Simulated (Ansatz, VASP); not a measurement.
**One calculation of LiCl, two programs**

```
Li Cl
1.0
     0.00000    2.62095    2.55603
     2.55603    0.00000    2.55603
     2.55603    2.62095    0.00000
Li Cl
1 1
Direct
  0.00000 0.00000 0.00000
  0.50000 0.50000 0.50000
```

Change from the starting cell: uniaxial_y strain +2.5%.

Alike in both runs: task single point; functional PBE; k mesh 8 × 8 × 8; occupations fermi-dirac, width 0.02 eV; no spin polarisation.

```csv
,VASP,Ansatz
version,VASP 6.6.1,Ansatz 0.2.0
potentials or method,"VASP PAW PBE potentials, release 64 (Li_sv, Cl)","plane waves, PAW"
plane-wave cutoff (eV),520,420
valence electrons in the cell,10,10
```

Ansatz gave:

```
gap on the k mesh at the Fermi level (eV) : 6.20
```

Question: Which values does VASP return?

Answer: gap on the k mesh at the Fermi level (eV): 6.22.

Noted on VASP's run: the cutoff is short for stress, so the pressure is rough.
